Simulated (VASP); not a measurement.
# TiPt3 (Pm-3m) in VASP: notebook

TiPt3 is run at these levels: PBE; tasks: single point.

Everything below comes from runs of VASP 6.6.1. Logs are shortened: lines on timing, memory, paths and dates and some standing lists are left out, and cuts for length are marked.

## Step 1: The cell of the first run

It takes space group Pm-3m (No. 221, cubic). The conventional cell has a = 3.897 Å, b = 3.897 Å, c = 3.897 Å, α = 90.00°, β = 90.00°, γ = 90.00°. Ti (site symmetry m-3m) has 12 Pt at 2.76 Å within 3.6 Å. Within 3.6 Å of Pt (site symmetry 4/mmm) lie 4 Ti at 2.76 Å and 8 Pt at 2.76 Å.

## Step 2: Single point, PBE

File INCAR:

```
SYSTEM = TiPt3
PREC = Accurate ; ENCUT = 520
EDIFF = 1E-6 ; ISMEAR = 0
SIGMA = 0.1 ; LREAL = .FALSE.
LASPH = .TRUE. ; NELM = 100
ALGO = Normal ; ISIF = 2
LWAVE = .FALSE. ; LCHARG = .FALSE.
GGA = PE ; NBANDS = 29
```

File KPOINTS:

```
regular mesh
0
G
  6 6 6
  0 0 0
```

File POSCAR:

```
TiPt3
1.0
    3.8970000000      0.0000000000      0.0000000000
    0.0000000000      3.8970000000      0.0000000000
    0.0000000000      0.0000000000      3.8970000000
Ti Pt
1 3
Direct
    0.0000000000      0.0000000000      0.0000000000
    0.0000000000      0.5000000000      0.5000000000
    0.5000000000      0.0000000000      0.5000000000
    0.5000000000      0.5000000000      0.0000000000
```

Potentials or basis: VASP PAW PBE potentials, release 64 (Ti_sv, Pt).

Run with:

```
> cat potpaw_PBE.64/Ti_sv/POTCAR potpaw_PBE.64/Pt/POTCAR > POTCAR
> mpirun -np 1 vasp_std > vasp.out
```

OUTCAR:

```text
SYSTEM = TiPt3
   PREC = Accurate
   ENCUT = 520
   EDIFF = 1E-6
   ISMEAR = 0
   LREAL = .FALSE.
   LASPH = .TRUE.
   NELM = 100
   ISIF = 2
   GGA = PE

 ion  position               nearest neighbor table
   1  0.000  0.000  0.000-   2 2.76   3 2.76   4 2.76   2 2.76   3 2.76   2 2.76   4 2.76   2 2.76
                             3 2.76   4 2.76   3 2.76   4 2.76
   2  0.000  0.500  0.500-   1 2.76   3 2.76   4 2.76   1 2.76   4 2.76   1 2.76   3 2.76   1 2.76
                             3 2.76   4 2.76   4 2.76   3 2.76
   3  0.500  0.000  0.500-   1 2.76   2 2.76   4 2.76   1 2.76   4 2.76   2 2.76   4 2.76   4 2.76
                             1 2.76   2 2.76   1 2.76   2 2.76
   4  0.500  0.500  0.000-   1 2.76   2 2.76   3 2.76   2 2.76   3 2.76   1 2.76   3 2.76   3 2.76
                             1 2.76   2 2.76   2 2.76   1 2.76

  LATTYP: Found a simple cubic cell.
 ALAT       =     3.8970000000

  Lattice vectors:

 A1 = (   3.8970000000,   0.0000000000,   0.0000000000)
 A2 = (   0.0000000000,   3.8970000000,   0.0000000000)
 A3 = (   0.0000000000,   0.0000000000,   3.8970000000)

Analysis of symmetry for initial positions (statically):
=====================================================================
 Subroutine PRICEL returns:
 Original cell was already a primitive cell.

 Routine SETGRP: Setting up the symmetry group for a
 simple cubic supercell.

 Subroutine GETGRP returns: Found 48 space group operations
 (whereof 48 operations were pure point group operations)
 out of a pool of 48 trial point group operations.

The static configuration has the point symmetry O_h .

Analysis of symmetry for dynamics (positions and initial velocities):
=====================================================================
 Subroutine PRICEL returns:
 Original cell was already a primitive cell.

 Routine SETGRP: Setting up the symmetry group for a
 simple cubic supercell.

 Subroutine GETGRP returns: Found 48 space group operations
 (whereof 48 operations were pure point group operations)
 out of a pool of 48 trial point group operations.

The dynamic configuration has the point symmetry O_h .

 Subroutine INISYM returns: Found 48 space group operations
 (whereof 48 operations are pure point group operations),
 and found     1 'primitive' translations

----------------------------------------------------------------------------------------

                                     Primitive cell

  volume of cell :      59.1822

  direct lattice vectors                    reciprocal lattice vectors
     3.897000000  0.000000000  0.000000000     0.256607647  0.000000000  0.000000000
     0.000000000  3.897000000  0.000000000     0.000000000  0.256607647  0.000000000
     0.000000000  0.000000000  3.897000000     0.000000000  0.000000000  0.256607647

  length of vectors
     3.897000000  3.897000000  3.897000000     0.256607647  0.256607647  0.256607647

  position of ions in fractional coordinates (direct lattice)
     0.000000000  0.000000000  0.000000000
     0.000000000  0.500000000  0.500000000
     0.500000000  0.000000000  0.500000000
     0.500000000  0.500000000  0.000000000

  ion indices of the primitive-cell ions
   primitive index   ion index
                 1           1
                 2           2
                 3           3
                 4           4

----------------------------------------------------------------------------------------

 KPOINTS: regular mesh

Automatic generation of k-mesh.
 Grid dimensions read from file:
 generate k-points for:    6    6    6

 Generating k-lattice:

  Cartesian coordinates                     Fractional coordinates (reciprocal lattice)
     0.042767941  0.000000000  0.000000000     0.166666667  0.000000000  0.000000000
     0.000000000  0.042767941  0.000000000     0.000000000  0.166666667  0.000000000
     0.000000000  0.000000000  0.042767941     0.000000000  0.000000000  0.166666667

  Length of vectors
     0.042767941  0.042767941  0.042767941

  Shift w.r.t. Gamma in fractional coordinates (k-lattice)
     0.000000000  0.000000000  0.000000000

 Subroutine IBZKPT returns following result:
 ===========================================

 Found     20 irreducible k-points:

 Following reciprocal coordinates:
            Coordinates               Weight
  0.000000  0.000000  0.000000      1.000000
  0.166667  0.000000  0.000000      6.000000
  0.333333  0.000000  0.000000      6.000000
  0.500000  0.000000  0.000000      3.000000
  0.166667  0.166667  0.000000     12.000000
  0.333333  0.166667  0.000000     24.000000
[... 12 lines left out ...]
  0.500000  0.500000  0.333333      6.000000
  0.500000  0.500000  0.500000      1.000000
   k-points           NKPTS =     20   k-points in BZ     NKDIM =     20   number of bands    NBANDS=     29
   number of dos      NEDOS =    301   number of ions     NIONS =      4
   total plane-waves  NPLWV =  27000
   dimension x,y,z NGX =    30 NGY =   30 NGZ =   30
   dimension x,y,z NGXF=    60 NGYF=   60 NGZF=   60
   ions per type =               1   3
   NGX,Y,Z   is equivalent  to a cutoff of  12.80, 12.80, 12.80 a.u.
   NGXF,Y,Z  is equivalent  to a cutoff of  25.60, 25.60, 25.60 a.u.
 SYSTEM =  TiPt3
   PREC   = accura    normal or accurate (medium, high low for compatibility)
   ISTART =      0    job   : 0-new  1-cont  2-samecut
   ICHARG =      2    charge: 1-file 2-atom 10-const
   ISPIN  =      1    spin polarized calculation?
   LNONCOLLINEAR =      F non collinear calculations
   LSORBIT =      F    spin-orbit coupling
   LASPH  =      T    aspherical Exc in radial PAW
   ENCUT  =  520.0 eV  38.22 Ry    6.18 a.u.   7.25  7.25  7.25*2*pi/ulx,y,z
   NELM   =    100;   NELMIN=  2; NELMDL= -5     # of ELM steps
   EDIFF  = 0.1E-05   stopping-criterion for ELM
   LREAL  =      F    real-space projection
   EDIFFG = 0.1E-04   stopping-criterion for IOM
   NSW    =      0    number of steps for IOM
   IBRION =     -1    ionic relax: 0-MD 1-quasi-New 2-CG
   NFREE  =      0    steps in history (QN), initial steepest desc. (CG)
   ISIF   =      2    stress and relaxation
   ISYM   =      2    0-nonsym 1-usesym 2-fastsym
   POTIM  = 0.5000    time-step for ionic-motion
   TEBEG  =    0.0;   TEEND  =   0.0 temperature during run
   PSTRESS=    0.0 pullay stress
   NELECT =      42.0000    total number of electrons
   NUPDOWN=      -1.0000    fix difference up-down
   EMIN   =  10.00;   EMAX   =-10.00  energy-range for DOS
   EFERMI =   0.00;   METHOD = LEGACY
   ISMEAR =     0;   SIGMA  =   0.10  broadening in eV -4-tet -1-fermi 0-gaus
   EFERMI_NEDOS =   21; number of points for ismear=-14 and -15
   IALGO  =     38    algorithm
   IMIX   =      4    mixing-type and parameters
     AMIX     =   0.40;   BMIX     =  1.00
     AMIX_MAG =   1.60;   BMIX_MAG =  1.00
  volume/ion in A,a.u.               =      14.80        99.85
  Fermi-wavevector in a.u.,A,eV,Ry     =   1.460251  2.759474 29.012153  2.132333
  Thomas-Fermi vector in A             =   2.576723
   LORBIT       =      0    0 simple, 1 ext, 2 COOP (PROOUT), +10 PAW based schemes
   GGA     = PE    functional components
   LHFCALC =     F    Hartree Fock is set to
   AEXX    =    0.0000 exact exchange contribution
   IVDW    =     0    specifies the selected vdW correction
   LEPSILON=     F    determine dielectric tensor
   LRPA    =     F    only Hartree local field effects (RPA)
 non-spin polarized calculation
 Gauss-broadening in eV      SIGMA  =   0.10
  energy-cutoff  :      520.00
  volume of cell :       59.18
 maximum number of plane-waves:      1628
 NGX is ok and might be reduce to    30
   NGX = 15   NGY = 15   NGZ = 15

 number of electron      41.9999997 magnetization

 Free energy of the ion-electron system (eV)
  ---------------------------------------------------
  ext. energy  EPLUGINS =         0.00000000
  ---------------------------------------------------
  free energy    TOTEN  =       -29.48302362 eV

  energy without entropy =      -29.47471713  energy(sigma->0) =      -29.47887037

 E-fermi :  11.9065     XC(G=0): -13.2851

 val. band max:       11.8018938028   @ k =   0.1667   0.0000   0.0000
 cond. band min:      11.9067321127   @ k =   0.0000   0.0000   0.0000
 fundamental gap:      0.1048383098
 Fermi energy:        11.9064991560

 k-point     1 :       0.0000    0.0000    0.0000
  band No.  band energies     occupation
      1     -46.3459      2.00000
      2     -22.5632      2.00000
      3     -22.5632      2.00000
      4     -22.5632      2.00000
      5       1.6433      2.00000
      6       4.4352      2.00000
[... 21 lines left out ...]
     28      13.8758      0.00000
     29      20.2823      0.00000

 k-point     2 :       0.1667    0.0000    0.0000
  band No.  band energies     occupation
      1     -46.3455      2.00000
      2     -22.5703      2.00000
      3     -22.5643      2.00000
      4     -22.5643      2.00000
      5       2.0088      2.00000
      6       4.6630      2.00000
[... 21 lines left out ...]
     28      15.5129      0.00000
     29      19.7178      0.00000

 k-point     3 :       0.3333    0.0000    0.0000
  band No.  band energies     occupation
      1     -46.3446      2.00000
      2     -22.5846      2.00000
      3     -22.5666      2.00000
      4     -22.5666      2.00000
      5       2.9980      2.00000
      6       5.0835      2.00000
[... 21 lines left out ...]
     28      17.7677      0.00000
     29      18.9457      0.00000

 k-point     4 :       0.5000    0.0000    0.0000
  band No.  band energies     occupation
      1     -46.3441      2.00000
      2     -22.5917      2.00000
      3     -22.5677      2.00000
      4     -22.5677      2.00000
      5       3.8705      2.00000
      6       4.9974      2.00000
[... 21 lines left out ...]
     28      19.6374      0.00000
     29      19.6374      0.00000

 k-point     5 :       0.1667    0.1667    0.0000
  band No.  band energies     occupation
      1     -46.3451      2.00000
      2     -22.5729      2.00000
      3     -22.5685      2.00000
      4     -22.5654      2.00000
      5       2.3555      2.00000
      6       4.8855      2.00000
[... 21 lines left out ...]
     28      16.5903      0.00000
     29      19.3948      0.00000
[... 382 lines left out ...]
     28      14.8183      0.00000
     29      18.0633      0.00000

 k-point    18 :       0.5000    0.3333    0.3333
  band No.  band energies     occupation
      1     -46.3436      2.00000
      2     -22.5800      2.00000
      3     -22.5784      2.00000
      4     -22.5740      2.00000
      5       4.4832      2.00000
      6       4.7460      2.00000
[... 21 lines left out ...]
     28      14.8844      0.00000
     29      17.2922      0.00000

 k-point    19 :       0.5000    0.5000    0.3333
  band No.  band energies     occupation
      1     -46.3436      2.00000
      2     -22.5781      2.00000
      3     -22.5781      2.00000
      4     -22.5750      2.00000
      5       4.5892      2.00000
      6       4.5892      2.00000
[... 21 lines left out ...]
     28      14.0615      0.00000
     29      18.1506      0.00000

 k-point    20 :       0.5000    0.5000    0.5000
  band No.  band energies     occupation
      1     -46.3437      2.00000
      2     -22.5760      2.00000
      3     -22.5760      2.00000
      4     -22.5760      2.00000
      5       4.3899      2.00000
      6       4.3899      2.00000
[... 21 lines left out ...]
     28      13.3926      0.00000
     29      17.5002      0.00000

------------------------ aborting loop because EDIFF is reached ----------------------------------------

  FORCE on cell =-STRESS in cart. coord.  units (eV):
  Direction    XX          YY          ZZ          XY          YZ          ZX
  --------------------------------------------------------------------------------------
  -------------------------------------------------------------------------------------
  Total        3.5774186      3.5774186      3.5774186     -0.0000000      0.0000000     -0.0000000
  in kB       96.8476581     96.8476581     96.8476581     -0.0000000      0.0000000     -0.0000000
  external PRESSURE =      96.8476581 kB  Pullay stress =       0.0000000 kB

 VOLUME and BASIS-vectors are now :
 -----------------------------------------------------------------------------
  energy-cutoff  :      520.00
  volume of cell :       59.18
      direct lattice vectors                 reciprocal lattice vectors
     3.897000000  0.000000000  0.000000000     0.256607647  0.000000000  0.000000000
     0.000000000  3.897000000  0.000000000     0.000000000  0.256607647  0.000000000
     0.000000000  0.000000000  3.897000000     0.000000000  0.000000000  0.256607647

 POSITION                                       TOTAL-FORCE (eV/Angst)
 -----------------------------------------------------------------------------------
      0.00000      0.00000      0.00000         0.000000      0.000000      0.000000
      0.00000      1.94850      1.94850         0.000000      0.000000      0.000000
      1.94850      0.00000      1.94850         0.000000      0.000000      0.000000
      1.94850      1.94850      0.00000         0.000000      0.000000      0.000000
 -----------------------------------------------------------------------------------
    total drift:                                0.000000      0.000000     -0.000000

  FREE ENERGIE OF THE ION-ELECTRON SYSTEM (eV)
  ---------------------------------------------------
  free  energy   TOTEN  =       -29.4830236209 eV

  energy  without entropy=      -29.4747171274  energy(sigma->0) =      -29.47887037
```

It took 35 s on 1 thread of AMD EPYC 7R13 (Zen 3), shared host; peak memory 0.15 GiB.

Results:

```
Free energy            : -29.4830 eV
Pressure               : 9.7 GPa
Band gap on the k mesh : zero (band 21 reaches 13.25 eV, above the bottom of band 22 at 11.41 eV)
```

Caveat: spin-orbit coupling is left out, which moves the levels of the heavy elements.

## Step 3: Single point, PBE

This run uses another cell than the first one, of 15.39 Å³/atom, 1.040 times its volume.

File INCAR:

```
SYSTEM = TiPt3
PREC = Accurate ; ENCUT = 520
EDIFF = 1E-6 ; ISMEAR = 0
SIGMA = 0.1 ; LREAL = .False.
LASPH = .True. ; NELM = 100
ALGO = Fast ; ISIF = 2
LWAVE = .False. ; LCHARG = .False.
GGA = PE ; NBANDS = 29
```

File KPOINTS:

```
regular mesh
0
Gamma
  10 10 10
  0 0 0
```

File POSCAR:

```
TiPt3
1.0
    3.9481842887      0.0000000000      0.0000000000
    0.0000000000      3.9481842887      0.0000000000
    0.0000000000      0.0000000000      3.9481842887
Ti Pt
1 3
Direct
    0.0000000000      0.0000000000      0.0000000000
    0.0000000000      0.5000000000      0.5000000000
    0.5000000000      0.0000000000      0.5000000000
    0.5000000000      0.5000000000      0.0000000000
```

Potentials or basis: VASP PAW PBE potentials, release 64 (Ti_sv, Pt).

Run with:

```
> cat potpaw_PBE.64/Ti_sv/POTCAR potpaw_PBE.64/Pt/POTCAR > POTCAR
> mpirun -np 1 vasp_std > vasp.out
```

Wall time 6.1 min (1 thread of Intel Xeon 8259CL, shared host); peak memory 0.23 GiB.

It converged, with:

```
Free energy            : -29.5598 eV
Pressure               : -0.3 GPa
Band gap on the k mesh : zero (band 21 reaches 12.48 eV, above the bottom of band 22 at 10.72 eV)
```

Levels at points of the mesh, in eV from the Fermi level:
| k point | band 18 | band 19 | band 20 | band 21 | band 22 | band 23 | band 24 | band 25 |
| --- | --- | --- | --- | --- | --- | --- | --- | --- |
| (0.00, 0.00, 0.00) | 0.01 | 0.01 | 0.01 | 1.30 | 1.30 | 1.60 | 1.60 | 1.60 |
| (0.50, 0.00, 0.00) | -2.55 | -2.48 | -1.33 | -0.19 | -0.19 | 0.01 | 0.45 | 0.72 |
| (0.50, 0.50, 0.00) | -2.96 | -2.31 | -2.20 | -2.15 | 0.20 | 0.20 | 0.36 | 1.40 |
| (0.50, 0.50, 0.50) | -0.61 | -0.61 | -0.61 | -0.46 | -0.46 | -0.46 | 1.12 | 1.12 |

Caveat: spin-orbit coupling is left out, which moves the levels of the heavy elements.
